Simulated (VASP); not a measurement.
GeCN2:

```
CELL_PARAMETERS angstrom
1.79379 1.03565 4.92196
-1.79379 1.03565 4.92196
0.00000 -2.07129 4.92196
ATOMIC_POSITIONS crystal
Ge 0.00000 0.00000 0.00000
N 0.58390 0.58390 0.58390
N 0.41610 0.41610 0.41610
C 0.50000 0.50000 0.50000
```

Base run:

| Item | Value |
| --- | --- |
| Program | VASP 6.6.1 |
| Functional | PBEsol |
| Potentials or basis | VASP PAW PBE potentials, release 64 (Ge_d, N, C) |
| Cutoff | 520 eV |
| k mesh | 7 × 7 × 7 |
| Occupations | fermi-dirac, width 0.05 eV |
| Spin | no spin polarisation |

Its results: band gap on the k mesh 1.06 eV, indirect (least direct gap 1.86 eV); pressure -3.1 GPa; largest force 0.190 eV/Å.

Q: The run is repeated on the same cell with these changes: functional from PBEsol to PBE; k mesh from 7 × 7 × 7 to 9 × 9 × 9. What comes out?

A: Band gap on the k mesh 1.12 eV, indirect (least direct gap 1.96 eV); pressure 0.2 GPa; largest force 0.074 eV/Å.

Several settings changed at once, so the effect can't be laid on one alone.

Caveats: the PAW data sets were made with another functional, which shifts forces and pressure a little (some runs).

A k mesh can miss the band edges.
